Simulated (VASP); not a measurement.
# GaGe (F-43m) in VASP: notebook

GaGe is run at these levels: LDA, r2SCAN; tasks: single point.

Program: VASP 6.6.1. These are calculated values, not measurements. Logs are shortened: lines on timing, memory, paths and dates and some standing lists are left out, and cuts for length are marked.

## (1) The cell of the first run

It takes space group F-43m (No. 216, cubic). Conventional cell: a = 5.909 Å, b = 5.909 Å, c = 5.909 Å, α = 90.00°, β = 90.00°, γ = 90.00°. Ge (site symmetry -43m) has 4 Ga at 2.56 Å within 3.4 Å. Within 3.4 Å of Ga (site symmetry -43m) lie 4 Ge at 2.56 Å.

## (2) Single point, LDA

Contents of INCAR:

```
ALGO = Normal ; EDIFF = 1E-6
ENCUT = 520 ; ISIF = 2
ISMEAR = -1 ; LASPH = T
LCHARG = F ; LREAL = F
LWAVE = F ; NBANDS = 20
NELM = 100 ; PREC = Accurate
SIGMA = 0.05
```

Contents of KPOINTS:

```
k-points
0
Gamma
  8 8 8
```

Contents of POSCAR:

```
GaGe
1.0
    0.0000000000      2.9546788998      2.9546788998
    2.9546788998      0.0000000000      2.9546788998
    2.9546788998      2.9546788998      0.0000000000
Ge Ga
1 1
Direct
    0.0000000000      0.0000000000      0.0000000000
    0.2500000000      0.2500000000      0.2500000000
```

Potentials or basis: VASP PAW LDA potentials, release 64 (Ge_d, Ga_d).

Run with:

```
$ cat potpaw_LDA.64/Ge_d/POTCAR potpaw_LDA.64/Ga_d/POTCAR > POTCAR
$ mpirun -np 1 vasp_std > vasp.out
```

OUTCAR:

```text
EDIFF = 1E-6
   ENCUT = 520
   ISIF = 2
   ISMEAR = -1
   LASPH = T
   LREAL = F
   NELM = 100
   PREC = Accurate

 ion  position               nearest neighbor table
   1  0.000  0.000  0.000-   2 2.56   2 2.56   2 2.56   2 2.56
   2  0.250  0.250  0.250-   1 2.56   1 2.56   1 2.56   1 2.56

  LATTYP: Found a face centered cubic cell.
 ALAT       =     5.9093577996

  Lattice vectors:

 A1 = (   0.0000000000,   2.9546788998,   2.9546788998)
 A2 = (   2.9546788998,   0.0000000000,   2.9546788998)
 A3 = (   2.9546788998,   2.9546788998,   0.0000000000)

Analysis of symmetry for initial positions (statically):
=====================================================================
 Subroutine PRICEL returns:
 Original cell was already a primitive cell.

 Routine SETGRP: Setting up the symmetry group for a
 face centered cubic supercell.

 Subroutine GETGRP returns: Found 24 space group operations
 (whereof 24 operations were pure point group operations)
 out of a pool of 48 trial point group operations.

The static configuration has the point symmetry T_d .

Analysis of symmetry for dynamics (positions and initial velocities):
=====================================================================
 Subroutine PRICEL returns:
 Original cell was already a primitive cell.

 Routine SETGRP: Setting up the symmetry group for a
 face centered cubic supercell.

 Subroutine GETGRP returns: Found 24 space group operations
 (whereof 24 operations were pure point group operations)
 out of a pool of 48 trial point group operations.

The dynamic configuration has the point symmetry T_d .

 Subroutine INISYM returns: Found 24 space group operations
 (whereof 24 operations are pure point group operations),
 and found     1 'primitive' translations

----------------------------------------------------------------------------------------

                                     Primitive cell

  volume of cell :      51.5894

  direct lattice vectors                    reciprocal lattice vectors
     0.000000000  2.954678900  2.954678900    -0.169223126  0.169223126  0.169223126
     2.954678900  0.000000000  2.954678900     0.169223126 -0.169223126  0.169223126
     2.954678900  2.954678900  0.000000000     0.169223126  0.169223126 -0.169223126

[... 63 lines left out ...]
 -0.375000  0.250000  0.125000     24.000000
 [... further k-points ...]
   k-points           NKPTS =     29   k-points in BZ     NKDIM =     29   number of bands    NBANDS=     20
   number of dos      NEDOS =    301   number of ions     NIONS =      2
   total plane-waves  NPLWV =  32768
   dimension x,y,z NGX =    32 NGY =   32 NGZ =   32
   dimension x,y,z NGXF=    64 NGYF=   64 NGZF=   64
   ions per type =               1   1
   NGX,Y,Z   is equivalent  to a cutoff of  12.73, 12.73, 12.73 a.u.
   NGXF,Y,Z  is equivalent  to a cutoff of  25.46, 25.46, 25.46 a.u.
 SYSTEM =  unknown system
   PREC   = accura    normal or accurate (medium, high low for compatibility)
   ISTART =      0    job   : 0-new  1-cont  2-samecut
   ICHARG =      2    charge: 1-file 2-atom 10-const
   ISPIN  =      1    spin polarized calculation?
   LNONCOLLINEAR =      F non collinear calculations
   LSORBIT =      F    spin-orbit coupling
   LASPH  =      T    aspherical Exc in radial PAW
   ENCUT  =  520.0 eV  38.22 Ry    6.18 a.u.   7.77  7.77  7.77*2*pi/ulx,y,z
   NELM   =    100;   NELMIN=  2; NELMDL= -5     # of ELM steps
   EDIFF  = 0.1E-05   stopping-criterion for ELM
   LREAL  =      F    real-space projection
[... 7 lines left out ...]
   TEBEG  =    0.0;   TEEND  =   0.0 temperature during run
   PSTRESS=    0.0 pullay stress
   NELECT =      27.0000    total number of electrons
   NUPDOWN=      -1.0000    fix difference up-down
   EMIN   =  10.00;   EMAX   =-10.00  energy-range for DOS
   EFERMI =   0.00;   METHOD = LEGACY
   ISMEAR =    -1;   SIGMA  =   0.05  broadening in eV -4-tet -1-fermi 0-gaus
   EFERMI_NEDOS =   21; number of points for ismear=-14 and -15
   IALGO  =     38    algorithm
   IMIX   =      4    mixing-type and parameters
     AMIX     =   0.40;   BMIX     =  1.00
     AMIX_MAG =   1.60;   BMIX_MAG =  1.00
  volume/ion in A,a.u.               =      25.79       174.07
  Fermi-wavevector in a.u.,A,eV,Ry     =   1.319297  2.493109 23.681534  1.740544
  Thomas-Fermi vector in A             =   2.449205
   LORBIT       =      0    0 simple, 1 ext, 2 COOP (PROOUT), +10 PAW based schemes
   GGA     = CA    functional components
   LHFCALC =     F    Hartree Fock is set to
   AEXX    =    0.0000 exact exchange contribution
   IVDW    =     0    specifies the selected vdW correction
   LEPSILON=     F    determine dielectric tensor
   LRPA    =     F    only Hartree local field effects (RPA)
 non-spin polarized calculation
  energy-cutoff  :      520.00
  volume of cell :       51.59
 maximum number of plane-waves:      1411
   NGX = 15   NGY = 15   NGZ = 15

 number of electron      27.0000005 magnetization

 Free energy of the ion-electron system (eV)
  ---------------------------------------------------
  ext. energy  EPLUGINS =         0.00000000
  ---------------------------------------------------
  free energy    TOTEN  =        -8.29866852 eV

  energy without entropy =       -8.28967698  energy(sigma->0) =       -8.29417275

 E-fermi :   2.3918     XC(G=0):  -9.6313

 val. band max:        2.1750998174   @ k =   0.2500   0.2500   0.0000
 cond. band min:       2.4297560730   @ k =   0.5000   0.1250   0.0000
 fundamental gap:      0.2546562555
 Fermi energy:         2.3917722049

 k-point     1 :       0.0000    0.0000    0.0000
  band No.  band energies     occupation
      1     -21.6892      2.00000
      2     -21.6892      2.00000
      3     -21.6892      2.00000
      4     -21.6727      2.00000
      5     -21.6727      2.00000
      6     -12.0384      2.00000
[... 541 lines left out ...]
     19      11.1861      0.00000
     20      13.9687      0.00000

 [... further k-points ...]
[... 5 lines left out ...]
  --------------------------------------------------------------------------------------
  -------------------------------------------------------------------------------------
  Total       -1.9433626     -1.9433626     -1.9433626      0.0000000     -0.0000000     -0.0000000
  in kB      -60.3536515    -60.3536515    -60.3536515      0.0000000     -0.0000000     -0.0000000
  external PRESSURE =     -60.3536515 kB  Pullay stress =       0.0000000 kB

 VOLUME and BASIS-vectors are now :
 -----------------------------------------------------------------------------
  energy-cutoff  :      520.00
  volume of cell :       51.59
      direct lattice vectors                 reciprocal lattice vectors
     0.000000000  2.954678900  2.954678900    -0.169223126  0.169223126  0.169223126
     2.954678900  0.000000000  2.954678900     0.169223126 -0.169223126  0.169223126
     2.954678900  2.954678900  0.000000000     0.169223126  0.169223126 -0.169223126

 POSITION                                       TOTAL-FORCE (eV/Angst)
 -----------------------------------------------------------------------------------
      0.00000      0.00000      0.00000        -0.000000     -0.000000     -0.000000
      1.47734      1.47734      1.47734         0.000000      0.000000      0.000000
 -----------------------------------------------------------------------------------
    total drift:                               -0.000001     -0.000001     -0.000000

  FREE ENERGIE OF THE ION-ELECTRON SYSTEM (eV)
  ---------------------------------------------------
  free  energy   TOTEN  =        -8.2986685235 eV

  energy  without entropy=       -8.2896769796  energy(sigma->0) =       -8.29417275
```

Wall time 8.8 s (1 thread of Intel Xeon 6975P-C (Granite Rapids), shared host); peak memory 0.16 GiB.

What came out:

- Free energy: -8.2987 eV
- Pressure: -6.0 GPa

## (3) Single point, r2SCAN

This run uses another cell than the first one, of 22.87 Å³/atom, 0.887 times its volume.

Contents of POSCAR:

```
GaGe
1.0
    0.0000000000      2.8386877276      2.8386877276
    2.8386877276      0.0000000000      2.8386877276
    2.8386877276      2.8386877276      0.0000000000
Ge Ga
1 1
Direct
    0.0000000000      0.0000000000      0.0000000000
    0.2500000000      0.2500000000      0.2500000000
```

Contents of INCAR.step1:

```
SYSTEM = GaGe
ALGO = Normal
EDIFF = 1E-4
ENCUT = 520
GGA = PE
ISMEAR = -1
LASPH = .True.
LCHARG = .False.
LREAL = .False.
LWAVE = .True.
NBANDS = 20
NELM = 80
PREC = Accurate
SIGMA = 0.05
```

Contents of INCAR.step2:

```
SYSTEM = GaGe
ALGO = Normal
EDIFF = 1E-7
ENCUT = 520
ISIF = 2
ISMEAR = -1
ISTART = 1
LASPH = .True.
LCHARG = .False.
LMIXTAU = .True.
LREAL = .False.
LWAVE = .False.
METAGGA = R2SCAN
NBANDS = 20
NELM = 80
PREC = Accurate
SIGMA = 0.05
```

Contents of KPOINTS:

```
k-points
0
Gamma
  8 8 8
  0 0 0
```

Potentials or basis: VASP PAW PBE potentials, release 64 (Ge_d, Ga_d).

Run with:

```
$ cat potpaw_PBE.64/Ge_d/POTCAR potpaw_PBE.64/Ga_d/POTCAR > POTCAR
$ cp INCAR.step1 INCAR
$ mpirun -np 1 vasp_std > vasp.out
$ cp INCAR.step2 INCAR
$ mpirun -np 1 vasp_std > vasp.out
```

It took 55 s on 1 thread of Intel Xeon 6975P-C (Granite Rapids), shared host; peak memory 0.18 GiB.

The run converged. Its results:

* Free energy: -24.9572 eV
* Pressure: 1.2 GPa

Levels at points of the mesh, in eV from the Fermi level:
| k point | band 11 | band 12 | band 13 | band 14 | band 15 | band 16 | band 17 | band 18 |
| --- | --- | --- | --- | --- | --- | --- | --- | --- |
| (0.00, 0.00, 0.00) | -11.34 | 1.90 | 1.90 | 1.90 | 3.21 | 4.76 | 4.76 | 4.76 |
| (0.50, 0.00, 0.00) | -9.10 | -5.76 | 0.42 | 0.42 | 2.75 | 5.82 | 5.82 | 8.98 |
| (0.50, 0.50, 0.00) | -7.89 | -6.17 | -1.42 | -1.42 | 2.66 | 2.80 | 12.34 | 12.34 |

Caveat: the PAW data sets were made with another functional, which shifts forces and pressure a little.

## (4) Single point, r2SCAN

This run uses another cell than the first one, of 23.36 Å³/atom, 0.906 times its volume.

Contents of POSCAR:

```
GaGe
1.0
    0.0000000000      2.8586791449      2.8586791449
    2.8586791449      0.0000000000      2.8586791449
    2.8586791449      2.8586791449      0.0000000000
Ge Ga
1 1
Direct
    0.0000000000      0.0000000000      0.0000000000
    0.2500000000      0.2500000000      0.2500000000
```

INCAR.step1, as its differences from that of step 3:

```diff
@@ -11,3 +11,3 @@
 NBANDS = 20
-NELM = 80
+NELM = 100
 PREC = Accurate
```

Contents of INCAR.step2:

```
SYSTEM = GaGe
ALGO = Normal
EDIFF = 1E-6
ENCUT = 520
ISIF = 2
ISMEAR = -1
ISTART = 1
LASPH = .True.
LCHARG = .True.
LELF = .True.
LMIXTAU = .True.
LREAL = .False.
LVHAR = .True.
LWAVE = .False.
METAGGA = R2SCAN
NBANDS = 20
NELM = 100
PREC = Accurate
SIGMA = 0.05
```

KPOINTS is that of step 3.

Run with:

```
$ cat potpaw_PBE.64/Ge_d/POTCAR potpaw_PBE.64/Ga_d/POTCAR > POTCAR
$ cp INCAR.step1 INCAR
$ mpirun -np 1 vasp_std > vasp.out
$ cp INCAR.step2 INCAR
$ mpirun -np 1 vasp_std > vasp.out
```

Wall time 55 s (1 thread of Intel Xeon 6975P-C (Granite Rapids), shared host); peak memory 0.18 GiB.

Results (log left out):

| Quantity | Value |
| --- | --- |
| Free energy | -24.9608 eV |
| Pressure | 0.0 GPa |

Levels at points of the mesh, in eV from the Fermi level:
```csv
k point,band 11,band 12,band 13,band 14,band 15,band 16,band 17,band 18
"(0.00, 0.00, 0.00)",-11.21,1.85,1.85,1.85,2.99,4.72,4.72,4.72
"(0.50, 0.00, 0.00)",-9.03,-5.68,0.41,0.41,2.64,5.78,5.78,8.93
"(0.50, 0.50, 0.00)",-7.85,-6.11,-1.38,-1.38,2.66,2.78,12.12,12.13
```

Caveat: the PAW data sets were made with another functional, which shifts forces and pressure a little.

## (5) Single point, r2SCAN

This run uses another cell than the first one, of 23.85 Å³/atom, 0.925 times its volume.

Contents of POSCAR:

```
GaGe
1.0
    0.0000000000      2.8783947965      2.8783947965
    2.8783947965      0.0000000000      2.8783947965
    2.8783947965      2.8783947965      0.0000000000
Ge Ga
1 1
Direct
    0.0000000000      0.0000000000      0.0000000000
    0.2500000000      0.2500000000      0.2500000000
```

Contents of INCAR.step1:

```
PREC = Accurate ; ENCUT = 520
ISMEAR = -1 ; SIGMA = 0.05
LREAL = False ; LASPH = True
NELM = 100 ; NBANDS = 20
GGA = PE ; ALGO = Normal
EDIFF = 1E-4 ; LWAVE = True
LCHARG = False
```

Contents of INCAR.step2:

```
PREC = Accurate ; ENCUT = 520
EDIFF = 1E-7 ; ISMEAR = -1
SIGMA = 0.05 ; LREAL = False
LASPH = True ; NELM = 100
ALGO = Normal ; ISIF = 2
LWAVE = False ; LCHARG = False
METAGGA = R2SCAN ; LMIXTAU = True
NBANDS = 20 ; ISTART = 1
```

Contents of KPOINTS:

```
Automatic mesh
0
Gamma
  8 8 8
```

Potentials or basis: VASP PAW PBE potentials, release 64 (Ge_d, Ga_d).

Run with:

```
$ cat potpaw_PBE.64/Ge_d/POTCAR potpaw_PBE.64/Ga_d/POTCAR > POTCAR
$ cp INCAR.step1 INCAR
$ mpirun -np 1 vasp_std > vasp.out
$ cp INCAR.step2 INCAR
$ mpirun -np 1 vasp_std > vasp.out
```

OUTCAR:

```text
PREC = Accurate
   ENCUT = 520
   EDIFF = 1E-7
   ISMEAR = -1
   LREAL = False
   LASPH = True
   NELM = 100
   ISIF = 2
   METAGGA = R2SCAN
   ISTART = 1

 ion  position               nearest neighbor table
   1  0.000  0.000  0.000-   2 2.49   2 2.49   2 2.49   2 2.49
   2  0.250  0.250  0.250-   1 2.49   1 2.49   1 2.49   1 2.49

  LATTYP: Found a face centered cubic cell.
 ALAT       =     5.7567895930

  Lattice vectors:

 A1 = (   0.0000000000,   2.8783947965,   2.8783947965)
[... 185 lines left out ...]
      1     -21.5717      2.00000
      2     -21.5717      2.00000
      3     -21.5716      2.00000
      4     -21.5478      2.00000
      5     -21.5478      2.00000
      6     -11.7920      2.00000
[... 541 lines left out ...]
     19      12.7492      0.00000
     20      15.7682      0.00000

 [... further k-points ...]
[... 5 lines left out ...]
  --------------------------------------------------------------------------------------
  -------------------------------------------------------------------------------------
  Total       -0.3359587     -0.3359587     -0.3359587     -0.0000000     -0.0000000      0.0000000
  in kB      -11.2853599    -11.2853599    -11.2853599     -0.0000000     -0.0000000      0.0000000
  external PRESSURE =     -11.2853599 kB  Pullay stress =       0.0000000 kB

 VOLUME and BASIS-vectors are now :
 -----------------------------------------------------------------------------
  energy-cutoff  :      520.00
  volume of cell :       47.70
      direct lattice vectors                 reciprocal lattice vectors
     0.000000000  2.878394796  2.878394796    -0.173707929  0.173707929  0.173707929
     2.878394796  0.000000000  2.878394796     0.173707929 -0.173707929  0.173707929
     2.878394796  2.878394796  0.000000000     0.173707929  0.173707929 -0.173707929

 POSITION                                       TOTAL-FORCE (eV/Angst)
 -----------------------------------------------------------------------------------
      0.00000      0.00000      0.00000        -0.000000     -0.000000     -0.000000
      1.43920      1.43920      1.43920         0.000000      0.000000      0.000000
 -----------------------------------------------------------------------------------
    total drift:                               -0.000014     -0.000014     -0.000015

  FREE ENERGIE OF THE ION-ELECTRON SYSTEM (eV)
  ---------------------------------------------------
  free  energy   TOTEN  =       -24.9573874265 eV

  energy  without entropy=      -24.9490345986  energy(sigma->0) =      -24.95321101
```

Run time: 54 s. Hardware: 1 thread of Intel Xeon 6975P-C (Granite Rapids), shared host; peak memory 0.18 GiB.

Results:

```yaml
Free_energy: -24.9574 eV
Pressure: -1.1 GPa
```

Caveat: the PAW data sets were made with another functional, which shifts forces and pressure a little.

## (6) Overview

| level | potentials or basis | cell | gap on the mesh (eV) | pressure (GPa) |
| --- | --- | --- | --- | --- |
| LDA | VASP PAW LDA potentials, release 64 (Ge_d, Ga_d) | a = 4.179 Å, angles 60.0°, 2 atoms | none | -6.0 |
| r2SCAN | VASP PAW PBE potentials, release 64 (Ge_d, Ga_d) | a = 4.015 Å, angles 60.0°, 2 atoms | none | 1.2 |
| r2SCAN | VASP PAW PBE potentials, release 64 (Ge_d, Ga_d) | a = 4.043 Å, angles 60.0°, 2 atoms | none | 0.0 |
| r2SCAN | VASP PAW PBE potentials, release 64 (Ge_d, Ga_d) | a = 4.071 Å, angles 60.0°, 2 atoms | none | -1.1 |

Alike in all rows: task single point; no spin polarisation; k mesh 8 × 8 × 8; cutoff (eV) 520; smearing fermi-dirac 0.05 eV.

Caveats: the PAW data sets were made with another functional, which shifts forces and pressure a little (some runs).

Total energies depend on the potentials used, so only differences within one code and one set of settings carry meaning.
